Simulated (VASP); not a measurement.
Wanted: the native input for a VASP 6.6.1 run.

| Quantity | Value |
| --- | --- |
| Task | single point |
| Functional | TPSS |
| Potentials or basis | VASP PAW PBE potentials, release 64 (Pt) |
| Cutoff | 440 eV |
| k mesh | 12 × 12 × 12 |
| Occupations | methfessel-paxton, width 0.1 eV |
| Spin | no spin polarisation |
| Tolerance level | standard |
| Purpose | a run that is hard to end |
| Way | PBE orbitals, then all bands at once (ALGO All, ISEARCH 1) |
| Further INCAR settings | ALGO = All; EDIFF = 1e-06 |

Crystal: Pt.

```
Pt
1.0
     0.00000    1.96090    1.96090
     1.96090    0.00000    1.96090
     1.96090    1.96090    0.00000
Pt
1
Direct
  0.00000 0.00000 0.00000
```

These files were run (other wordings do the same):

POSCAR

```
Pt
1.0
    0.0000000000      1.9609000000      1.9609000000
    1.9609000000      0.0000000000      1.9609000000
    1.9609000000      1.9609000000      0.0000000000
Pt
1
Direct
    0.0000000000      0.0000000000      0.0000000000
```

INCAR.step1

```
SYSTEM = Pt
ISMEAR   = 1              ! smearing method
SIGMA    = 0.1            ! smearing width, eV
LWAVE    = .TRUE.         ! write WAVECAR
LCHARG   = .TRUE.         ! write CHGCAR
ISIF     = 2              ! what is computed and relaxed
NELM     = 100            ! most SCF steps
ALGO     = Normal         ! electronic algorithm
PREC     = Accurate       ! precision mode
LASPH    = .TRUE.         ! aspherical terms in the spheres
LREAL    = .FALSE.        ! projectors in reciprocal space
EDIFF    = 1E-5           ! SCF threshold, eV
GGA_COMPAT= .FALSE.      
ENCUT    = 440            ! plane-wave cutoff, eV
GGA      = PE             ! functional
```

INCAR.step2

```
SYSTEM = Pt
METAGGA  = TPSS           ! meta-GGA
ISMEAR   = 1              ! smearing method
SIGMA    = 0.1            ! smearing width, eV
LWAVE    = .FALSE.        ! write WAVECAR
LCHARG   = .FALSE.        ! write CHGCAR
ISIF     = 2              ! what is computed and relaxed
NELM     = 100            ! most SCF steps
ALGO     = All            ! electronic algorithm
PREC     = Accurate       ! precision mode
LASPH    = .TRUE.         ! aspherical terms in the spheres
LREAL    = .FALSE.        ! projectors in reciprocal space
EDIFF    = 1E-6           ! SCF threshold, eV
GGA_COMPAT= .FALSE.      
ENCUT    = 440            ! plane-wave cutoff, eV
LMIXTAU  = .TRUE.       
ISTART   = 1            
ISEARCH  = 1
```

KPOINTS

```
k-points
0
Gamma
  12 12 12
```

Potentials or basis: VASP PAW PBE potentials, release 64 (Pt).

Run with:

```sh
$ cat potpaw_PBE.64/Pt/POTCAR > POTCAR
$ cp INCAR.step1 INCAR
$ mpirun -np 1 vasp_std > vasp.out
$ cp INCAR.step2 INCAR
$ mpirun -np 1 vasp_std > vasp.out
```

It gave:

```yaml
Pressure: 5.4 GPa
Band_gap_on_the_k_mesh: zero (bands 5 and 6 overlap by 2.28 eV)
```

Caveat: the cell stands under pressure; the PAW data sets were made with another functional, which shifts forces and pressure a little; spin-orbit coupling is left out, which moves the levels of the heavy elements.

Run time: 16 s on 1 thread of Intel(R) Xeon(R) 6975P-C (Granite Rapids) (shared host), peak memory 0.13 GiB.
